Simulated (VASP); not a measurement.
Set up this calculation in VASP 6.6.1, as the native input.

* Task: single point
* Functional: PBE
* Potentials or basis: VASP PAW PBE potentials, release 64 (Ti_sv)
* Cutoff: 520 eV
* k mesh: 10 × 10 × 1
* Occupations: gaussian, width 0.1 eV
* Spin: no spin polarisation
* Dipole correction: yes
* Further INCAR settings: ALGO = Normal; EDIFF = 1e-07; NBANDS = 25

The structure of Ti lies in POSCAR:

```
Ti
1.0
    2.9075446938      0.0000000000      0.0000000000
    0.0000000000      2.9075446938      0.0000000000
    0.0000000000      0.0000000000     18.1118891392
Ti
3
Direct
    0.5000000000      0.5000000000      0.3864864646
    0.0000000000      0.0000000000      0.4915536694
    0.5000000000      0.5000000000      0.5966237193
```

The input as run:

INCAR

```
SYSTEM = Ti
PREC     = Accurate       ! precision mode
ENCUT    = 520            ! plane-wave cutoff, eV
EDIFF    = 1E-7           ! SCF threshold, eV
ISMEAR   = 0              ! smearing method
SIGMA    = 0.1            ! smearing width, eV
LREAL    = .False.        ! projectors in reciprocal space
LASPH    = .True.         ! aspherical terms in the spheres
NELM     = 80             ! most SCF steps
ALGO     = Normal         ! electronic algorithm
ISIF     = 2              ! what is computed and relaxed
LWAVE    = .False.        ! write WAVECAR
LCHARG   = .False.        ! write CHGCAR
LDIPOL   = .True.       
IDIPOL   = 3            
DIPOL    = 0.5 0.5 0.492
GGA      = PE             ! functional
NBANDS   = 25             ! bands
```

KPOINTS

```
regular mesh
0
Gamma
  10 10 1
  0 0 0
```

Potentials or basis: VASP PAW PBE potentials, release 64 (Ti_sv).

Launch:

```bash
$ cat potpaw_PBE.64/Ti_sv/POTCAR > POTCAR
$ mpirun -np 1 vasp_std > vasp.out
```

It gave:

- Largest force: 0.020 eV/Å
- Band gap on the k mesh: zero (band 18 reaches 0.49 eV, above the bottom of band 19 at 0.09 eV)

Run time: 3.1 min on 1 thread of Intel Xeon 8259CL, with other jobs on the host, peak memory 0.27 GiB.
